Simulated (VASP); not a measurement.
Input of a VASP 6.6.1 run:

The input INCAR:

```
PREC = Accurate ; ENCUT = 520
EDIFF = 1E-8 ; ISMEAR = -1
SIGMA = 0.01 ; LREAL = F
LASPH = T ; NELM = 80
ALGO = Normal ; ISIF = 2
LWAVE = F ; LCHARG = F
GGA = PS ; LEFG = T
NBANDS = 28
```

KPOINTS

```
Automatic mesh
0
Gamma
  8 8 6
```

Contents of POSCAR:

```
SnO
1.0
    3.8020000000     -0.0570300000     -0.0570300000
   -0.0570300000      3.8020000000     -0.0570300000
   -0.0725400000     -0.0725400000      4.8360000000
Sn O
2 2
Direct
    0.0000000000      0.5000000000      0.2385000000
    0.5000000000      0.0000000000      0.7615000000
    0.0000000000      0.0000000000      0.0000000000
    0.5000000000      0.5000000000      0.0000000000
```

Potentials or basis: VASP PAW PBE potentials, release 64 (Sn_d, O).

The run is started by

```sh
$ cat potpaw_PBE.64/Sn_d/POTCAR potpaw_PBE.64/O/POTCAR > POTCAR
$ mpirun -np 1 vasp_std > vasp.out
```

Question: Estimate the pressure.

Answer: 0.4 GPa.

Question: Predict the band gap on the k mesh.

Answer: Zero (band 20 reaches 7.06 eV, above the bottom of band 21 at 7.03 eV).

Question: Estimate the largest force.

Answer: 0.315 eV/Å.

Stress tensor (GPa, compression positive):
```
0.60 2.54 1.67
2.54 0.60 1.67
1.67 1.67 0.14
```

Caveat: the cell differs from its parent crystal (equal xy, yz and zx shear strains of -3 %); without QUAD_EFG the Cq values of the log hold for a quadrupole moment of 1 mb, not for the nuclei; the PAW data sets were made with another functional, which shifts forces and pressure a little; spin-orbit coupling is left out, which moves the levels of the heavy elements.
